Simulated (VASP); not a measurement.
# Sb2S3 (Pnma) in VASP: single point with PBE+D3(BJ)

Aim: the single point of Sb2S3 with PBE+D3(BJ).

Everything below comes from runs of VASP 6.6.1. Logs are shortened: lines on timing, memory, paths and dates and some standing lists are left out, and cuts for length are marked.

## Step 1: The cell of the first run

The structure is orthorhombic, space group Pnma (No. 62). Conventional cell: a = 11.164 Å, b = 3.845 Å, c = 10.943 Å, α = 90.00°, β = 90.00°, γ = 90.00°. Sb (site symmetry m) has 7 S at 2.57 to 3.47 Å within 3.5 Å. Within 3.3 Å of Sb (site symmetry m) lie 7 S at 2.50 to 3.29 Å. Within 3.6 Å of S (site symmetry m) lie 4 Sb at 2.57 to 3.47 Å and 5 S at 3.32 to 3.57 Å. S (site symmetry m) has 5 Sb at 2.50 to 3.02 Å within 3.3 Å. Within 4.0 Å of S (site symmetry m) lie 5 Sb at 2.57 to 3.29 Å and 9 S at 3.32 to 3.96 Å.

## Step 2: Single point, PBE+D3(BJ)

File INCAR:

```
SYSTEM = Sb2S3
PREC     = Accurate       ! precision mode
ENCUT    = 500            ! plane-wave cutoff, eV
EDIFF    = 1E-6           ! SCF threshold, eV
ISMEAR   = 0              ! smearing method
SIGMA    = 0.02           ! smearing width, eV
LREAL    = .FALSE.        ! projectors in reciprocal space
LASPH    = .TRUE.         ! aspherical terms in the spheres
NELM     = 120            ! most SCF steps
ALGO     = Normal         ! electronic algorithm
ISIF     = 2              ! what is computed and relaxed
LWAVE    = .FALSE.        ! write WAVECAR
LCHARG   = .TRUE.         ! write CHGCAR
GGA      = PE             ! functional
IVDW     = 12             ! dispersion correction
LVHAR    = .TRUE.       
NBANDS   = 72             ! bands
GGA_COMPAT= .FALSE.      
KPAR     = 4
```

File KPOINTS:

```
regular mesh
0
G
  4 8 4
  0 0 0
```

File POSCAR:

```
Sb2S3
1.0
   11.1642932472      0.0000000000      0.0000000000
    0.0000000000      3.8454715518      0.0000000000
    0.0000000000      0.0000000000     10.9431935802
Sb S
8 12
Direct
    0.4789512102      0.2500000000      0.3262989869
    0.0210487898      0.7500000000      0.8262989869
    0.9789512102      0.2500000000      0.1737010131
    0.5210487898      0.7500000000      0.6737010131
    0.3455811063      0.7500000000      0.0343042247
    0.1544188937      0.2500000000      0.5343042247
    0.8455811063      0.7500000000      0.4656957753
    0.6544188937      0.2500000000      0.9656957753
    0.2889058845      0.2500000000      0.1936945819
    0.2110941155      0.7500000000      0.6936945819
    0.7889058845      0.2500000000      0.3063054181
    0.7110941155      0.7500000000      0.8063054181
    0.5506714151      0.7500000000      0.1265447900
    0.9493285849      0.2500000000      0.6265447900
    0.0506714151      0.7500000000      0.3734552100
    0.4493285849      0.2500000000      0.8734552100
    0.3754848435      0.7500000000      0.4413882924
    0.1245151565      0.2500000000      0.9413882924
    0.8754848435      0.7500000000      0.0586117076
    0.6245151565      0.2500000000      0.5586117076
```

Potentials or basis: VASP PAW PBE potentials, release 64 (Sb, S).

Command:

```bash
cat potpaw_PBE.64/Sb/POTCAR potpaw_PBE.64/S/POTCAR > POTCAR
mpirun -np 4 vasp_std > vasp.out
```

OUTCAR:

```text
SYSTEM = Sb2S3
   PREC = Accurate
   ENCUT = 500
   EDIFF = 1E-6
   ISMEAR = 0
   LREAL = .FALSE.
   LASPH = .TRUE.
   NELM = 120
   ISIF = 2
   GGA = PE
   IVDW = 12
 IVDW          = 12

 ion  position               nearest neighbor table
   1  0.479  0.250  0.326-   9 2.57  17 2.57  17 2.57  20 3.02  13 3.02  13 3.02
   2  0.021  0.750  0.826-  10 2.57  18 2.57  18 2.57  19 3.02  14 3.02  14 3.02
   3  0.979  0.250  0.174-  11 2.57  19 2.57  19 2.57  18 3.02  15 3.02  15 3.02
   4  0.521  0.750  0.674-  12 2.57  20 2.57  20 2.57  17 3.02  16 3.02  16 3.02
   5  0.346  0.750  0.034-  13 2.50   9 2.67   9 2.67  16 2.85  16 2.85
   6  0.154  0.250  0.534-  14 2.50  10 2.67  10 2.67  15 2.85  15 2.85
   7  0.846  0.750  0.466-  15 2.50  11 2.67  11 2.67  14 2.85  14 2.85
   8  0.654  0.250  0.966-  16 2.50  12 2.67  12 2.67  13 2.85  13 2.85
   9  0.289  0.250  0.194-   1 2.57   5 2.67   5 2.67
  10  0.211  0.750  0.694-   2 2.57   6 2.67   6 2.67
  11  0.789  0.250  0.306-   3 2.57   7 2.67   7 2.67
  12  0.711  0.750  0.806-   4 2.57   8 2.67   8 2.67
  13  0.551  0.750  0.127-   5 2.50   8 2.85   8 2.85   1 3.02   1 3.02
  14  0.949  0.250  0.627-   6 2.50   7 2.85   7 2.85   2 3.02   2 3.02
  15  0.051  0.750  0.373-   7 2.50   6 2.85   6 2.85   3 3.02   3 3.02
  16  0.449  0.250  0.873-   8 2.50   5 2.85   5 2.85   4 3.02   4 3.02
  17  0.375  0.750  0.441-   1 2.57   1 2.57   4 3.02
  18  0.125  0.250  0.941-   2 2.57   2 2.57   3 3.02
  19  0.875  0.750  0.059-   3 2.57   3 2.57   2 3.02
  20  0.625  0.250  0.559-   4 2.57   4 2.57   1 3.02

  LATTYP: Found a simple orthorhombic cell.
 ALAT       =     3.8454715518
 B/A-ratio  =     2.8457351544
 C/A-ratio  =     2.9032312674

  Lattice vectors:

 A1 = (   0.0000000000,   3.8454715518,   0.0000000000)
 A2 = (   0.0000000000,   0.0000000000,  10.9431935802)
 A3 = (  11.1642932472,   0.0000000000,   0.0000000000)

Analysis of symmetry for initial positions (statically):
=====================================================================
 Subroutine PRICEL returns:
 Original cell was already a primitive cell.

 Routine SETGRP: Setting up the symmetry group for a
 simple orthorhombic supercell.

 Subroutine GETGRP returns: Found  8 space group operations
 (whereof  2 operations were pure point group operations)
 out of a pool of  8 trial point group operations.

The static configuration has the point symmetry S_2 .
 The point group associated with its full space group is D_2h.

Analysis of symmetry for dynamics (positions and initial velocities):
=====================================================================
 Subroutine PRICEL returns:
 Original cell was already a primitive cell.

 Routine SETGRP: Setting up the symmetry group for a
 simple orthorhombic supercell.

 Subroutine GETGRP returns: Found  8 space group operations
 (whereof  2 operations were pure point group operations)
 out of a pool of  8 trial point group operations.

The dynamic configuration has the point symmetry S_2 .
 The point group associated with its full space group is D_2h.

 Subroutine INISYM returns: Found  8 space group operations
 (whereof  2 operations are pure point group operations),
 and found     1 'primitive' translations

----------------------------------------------------------------------------------------

                                     Primitive cell

  volume of cell :     469.8129

  direct lattice vectors                    reciprocal lattice vectors
    11.164293247  0.000000000  0.000000000     0.089571277  0.000000000  0.000000000
     0.000000000  3.845471552  0.000000000     0.000000000  0.260046131  0.000000000
     0.000000000  0.000000000 10.943193580     0.000000000  0.000000000  0.091381003

  length of vectors
    11.164293247  3.845471552 10.943193580     0.089571277  0.260046131  0.091381003

  position of ions in fractional coordinates (direct lattice)
     0.478951210  0.250000000  0.326298987
     0.021048790  0.750000000  0.826298987
     0.978951210  0.250000000  0.173701013
     0.521048790  0.750000000  0.673701013
     0.345581106  0.750000000  0.034304225
     0.154418894  0.250000000  0.534304225
[... 12 lines left out ...]
     0.875484843  0.750000000  0.058611708
     0.624515157  0.250000000  0.558611708

  ion indices of the primitive-cell ions
   primitive index   ion index
                 1           1
                 2           2
                 3           3
                 4           4
                 5           5
                 6           6
[... 12 lines left out ...]
                19          19
                20          20

----------------------------------------------------------------------------------------

 KPOINTS: regular mesh

Automatic generation of k-mesh.
 Grid dimensions read from file:
 generate k-points for:    4    8    4

 Generating k-lattice:

  Cartesian coordinates                     Fractional coordinates (reciprocal lattice)
     0.022392819  0.000000000  0.000000000     0.250000000  0.000000000  0.000000000
     0.000000000  0.032505766  0.000000000     0.000000000  0.125000000  0.000000000
     0.000000000  0.000000000  0.022845251     0.000000000  0.000000000  0.250000000

  Length of vectors
     0.022392819  0.032505766  0.022845251

  Shift w.r.t. Gamma in fractional coordinates (k-lattice)
     0.000000000  0.000000000  0.000000000

 Subroutine IBZKPT returns following result:
 ===========================================

 Found     45 irreducible k-points:

 Following reciprocal coordinates:
            Coordinates               Weight
  0.000000  0.000000  0.000000      1.000000
  0.250000  0.000000  0.000000      2.000000
  0.500000  0.000000  0.000000      1.000000
  0.000000  0.125000  0.000000      2.000000
  0.250000  0.125000  0.000000      4.000000
  0.500000  0.125000  0.000000      2.000000
[... 16 lines left out ...]
  0.250000  0.250000  0.250000      8.000000
  0.500000  0.250000  0.250000      4.000000
 [... further k-points ...]
   k-points           NKPTS =     45   k-points in BZ     NKDIM =     45   number of bands    NBANDS=     72
   number of dos      NEDOS =    301   number of ions     NIONS =     20
   total plane-waves  NPLWV = 188160
   dimension x,y,z NGX =    84 NGY =   28 NGZ =   80
   dimension x,y,z NGXF=   168 NGYF=   56 NGZF=  160
   ions per type =               8  12
   NGX,Y,Z   is equivalent  to a cutoff of  12.51, 12.10, 12.15 a.u.
   NGXF,Y,Z  is equivalent  to a cutoff of  25.02, 24.21, 24.31 a.u.
 SYSTEM =  Sb2S3
   PREC   = accura    normal or accurate (medium, high low for compatibility)
   ISTART =      0    job   : 0-new  1-cont  2-samecut
   ICHARG =      2    charge: 1-file 2-atom 10-const
   ISPIN  =      1    spin polarized calculation?
   LNONCOLLINEAR =      F non collinear calculations
   LSORBIT =      F    spin-orbit coupling
   LASPH  =      T    aspherical Exc in radial PAW
   ENCUT  =  500.0 eV  36.75 Ry    6.06 a.u.  20.36  7.01 19.95*2*pi/ulx,y,z
   NELM   =    120;   NELMIN=  2; NELMDL= -5     # of ELM steps
   EDIFF  = 0.1E-05   stopping-criterion for ELM
   LREAL  =      F    real-space projection
   EDIFFG = 0.1E-04   stopping-criterion for IOM
   NSW    =      0    number of steps for IOM
   IBRION =     -1    ionic relax: 0-MD 1-quasi-New 2-CG
   NFREE  =      0    steps in history (QN), initial steepest desc. (CG)
   ISIF   =      2    stress and relaxation
   ISYM   =      2    0-nonsym 1-usesym 2-fastsym
   POTIM  = 0.5000    time-step for ionic-motion
   TEBEG  =    0.0;   TEEND  =   0.0 temperature during run
   PSTRESS=    0.0 pullay stress
   NELECT =     112.0000    total number of electrons
   NUPDOWN=      -1.0000    fix difference up-down
   EMIN   =  10.00;   EMAX   =-10.00  energy-range for DOS
   EFERMI =   0.00;   METHOD = LEGACY
   ISMEAR =     0;   SIGMA  =   0.02  broadening in eV -4-tet -1-fermi 0-gaus
   EFERMI_NEDOS =   21; number of points for ismear=-14 and -15
   IALGO  =     38    algorithm
   IMIX   =      4    mixing-type and parameters
     AMIX     =   0.40;   BMIX     =  1.00
     AMIX_MAG =   1.60;   BMIX_MAG =  1.00
  volume/ion in A,a.u.               =      23.49       158.52
  Fermi-wavevector in a.u.,A,eV,Ry     =   1.015093  1.918248 14.019633  1.030414
  Thomas-Fermi vector in A             =   2.148359
   LORBIT       =      0    0 simple, 1 ext, 2 COOP (PROOUT), +10 PAW based schemes
   GGA     = PE    functional components
   LHFCALC =     F    Hartree Fock is set to
   AEXX    =    0.0000 exact exchange contribution
   IVDW    =    12    specifies the selected vdW correction
   LEPSILON=     F    determine dielectric tensor
   LRPA    =     F    only Hartree local field effects (RPA)
 non-spin polarized calculation
 Gauss-broadening in eV      SIGMA  =   0.02
  energy-cutoff  :      500.00
  volume of cell :      469.81
 maximum number of plane-waves:     12016
 NGX is ok and might be reduce to    84
   NGX = 41   NGY = 15   NGZ = 39

 number of electron     111.9999985 magnetization

 Free energy of the ion-electron system (eV)
  ---------------------------------------------------
  ext. energy  EPLUGINS =         0.00000000
  ---------------------------------------------------
  free energy    TOTEN  =       -87.39115597 eV

  energy without entropy =      -87.39115597  energy(sigma->0) =      -87.39115597

 E-fermi :   5.8374     XC(G=0):  -9.6379

 val. band max:        5.6997809658   @ k =   0.0000   0.0000   0.0000
 cond. band min:       6.9104218133   @ k =   0.0000   0.0000   0.0000
 fundamental gap:      1.2106408475
 Fermi energy:         5.8373915010

 k-point     1 :       0.0000    0.0000    0.0000
  band No.  band energies     occupation
      1      -8.6828      2.00000
      2      -8.3338      2.00000
      3      -7.8854      2.00000
      4      -7.7814      2.00000
      5      -7.7353      2.00000
      6      -7.4415      2.00000
[... 60 lines left out ...]
     67       8.4793      0.00000
     68       8.5714      0.00000
[... 1631 lines left out ...]
     67       9.0629      0.00000
     68       9.0629      0.00000

 [... further k-points ...]

 [bands above 68 left out]

------------------------ aborting loop because EDIFF is reached ----------------------------------------

 Edisp (eV)   -7.60820

 E8    (eV) :    -3.1523

  FORCE on cell =-STRESS in cart. coord.  units (eV):
  Direction    XX          YY          ZZ          XY          YZ          ZX
  --------------------------------------------------------------------------------------
  -------------------------------------------------------------------------------------
  Total      -0.36650    -0.56030    -0.42471     0.00000    -0.00000     0.00000
  in kB      -1.24985    -1.91077    -1.44836     0.00000    -0.00000     0.00000
  external pressure =       -1.54 kB  Pullay stress =        0.00 kB

 VOLUME and BASIS-vectors are now :
 -----------------------------------------------------------------------------
  energy-cutoff  :      500.00
  volume of cell :      469.81
      direct lattice vectors                 reciprocal lattice vectors
    11.164293247  0.000000000  0.000000000     0.089571277  0.000000000  0.000000000
     0.000000000  3.845471552  0.000000000     0.000000000  0.260046131  0.000000000
     0.000000000  0.000000000 10.943193580     0.000000000  0.000000000  0.091381003

 POSITION                                       TOTAL-FORCE (eV/Angst)
 -----------------------------------------------------------------------------------
      5.34715      0.96137      3.57075         0.005444      0.000000     -0.013069
      0.23499      2.88410      9.04235        -0.005444      0.000000     -0.013069
     10.92930      0.96137      1.90084         0.005444     -0.000000      0.013069
      5.81714      2.88410      7.37244        -0.005444      0.000000      0.013069
      3.85817      2.88410      0.37540         0.006794     -0.000000      0.001459
      1.72398      0.96137      5.84699        -0.006794     -0.000000      0.001459
[... 12 lines left out ...]
      9.77417      2.88410      0.64140        -0.008130     -0.000000     -0.004227
      6.97227      0.96137      6.11300         0.008130     -0.000000     -0.004227
 -----------------------------------------------------------------------------------
    total drift:                               -0.000000      0.000000      0.000000

  FREE ENERGIE OF THE ION-ELECTRON SYSTEM (eV)
  ---------------------------------------------------
  free  energy   TOTEN  =       -94.9993544021 eV

  energy  without entropy=      -94.9993544021  energy(sigma->0) =      -94.99935440
```

It took 10 min on 4 MPI ranks of Intel Xeon Platinum 8259CL at 2.50GHz (Skylake/Cascade Lake), shared host; peak memory 1.1 GiB.

What came out:

* Free energy: -94.9994 eV
* Pressure: -0.2 GPa
* Largest force: 0.014 eV/Å
* Band gap on the k mesh: 1.21 eV
* Dispersion energy per atom: -0.380 eV

Forces in eV/Å, atoms in the order of the input:
```
Sb   0.005  0.000 -0.013
Sb  -0.005  0.000 -0.013
Sb   0.005  0.000  0.013
Sb  -0.005  0.000  0.013
Sb   0.007  0.000  0.001
Sb  -0.007  0.000  0.001
Sb   0.007  0.000 -0.001
Sb  -0.007  0.000 -0.001
S    0.001  0.000 -0.003
S   -0.001  0.000 -0.003
S    0.001  0.000  0.003
S   -0.001  0.000  0.003
S    0.004  0.000  0.005
S   -0.004  0.000  0.005
S    0.004  0.000 -0.005
S   -0.004  0.000 -0.005
S   -0.008  0.000  0.004
S    0.008  0.000  0.004
S   -0.008  0.000 -0.004
S    0.008  0.000 -0.004
```

Levels at points of the mesh, in eV from the valence-band top:
```csv
k point,band 54,band 55,band 56,band 57,band 58,band 59
"(0.00, 0.00, 0.00)",-0.26,-0.16,0.00,1.21,1.52,1.54
"(0.50, 0.00, 0.00)",-0.19,-0.06,-0.06,1.48,1.48,1.70
"(0.00, 0.50, 0.00)",-0.68,-0.14,-0.14,1.94,1.94,2.16
"(0.50, 0.50, 0.00)",-0.41,-0.41,-0.41,2.17,2.17,2.17
"(0.00, 0.00, 0.50)",-0.23,-0.16,-0.16,1.25,1.25,2.05
"(0.50, 0.00, 0.50)",-0.37,-0.36,-0.36,1.31,1.31,2.05
"(0.00, 0.50, 0.50)",-0.79,-0.51,-0.51,1.75,1.75,1.95
"(0.50, 0.50, 0.50)",-0.84,-0.84,-0.84,1.97,1.97,1.97
```

Caveat: spin-orbit coupling is left out, which moves the levels of the heavy elements. A k mesh can miss the band edges.
